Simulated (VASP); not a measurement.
LiBr:

```
CELL_PARAMETERS angstrom
0.00000 2.75065 2.75065
2.75065 0.00000 2.75065
2.75065 2.75065 0.00000
ATOMIC_POSITIONS crystal
Li 0.00000 0.00000 0.00000
Br 0.50000 0.50000 0.50000
```

- Program: VASP 6.6.1
- Task: relaxation of volume and atoms at fixed shape
- Functional: LDA
- Potentials or basis: VASP PAW LDA potentials, release 64 (Li_sv, Br)
- Cutoff: 750 eV
- k mesh: 7 × 7 × 7
- Occupations: fermi-dirac, width 0.01 eV
- Spin: no spin polarisation

At the start: pressure -2.8 GPa; volume 20.81 Å³/atom.

**Question.** How do energy, volume and symmetry change on relaxing?

**Answer.** Over 3 steps the energy falls by 20.3 meV/atom and the volume is 18.80 Å³/atom (-9.6 %); space group Fm-3m (No. 225, to 0.1 Å) before and after.

Step by step:
```
step  energy change (eV)  largest force (eV/Å)  pressure (GPa)  volume (Å³)
   1              0.0000                0.0000           -2.83        41.62
   2             -0.0303                0.0000           -1.57        39.45
   3             -0.0406                0.0000           -0.16        37.61
```

Final structure:
```
CELL_PARAMETERS angstrom
0.00000 2.65919 2.65919
2.65919 0.00000 2.65919
2.65919 2.65919 0.00000
ATOMIC_POSITIONS crystal
Li 0.00000 0.00000 0.00000
Br 0.50000 0.50000 0.50000
```
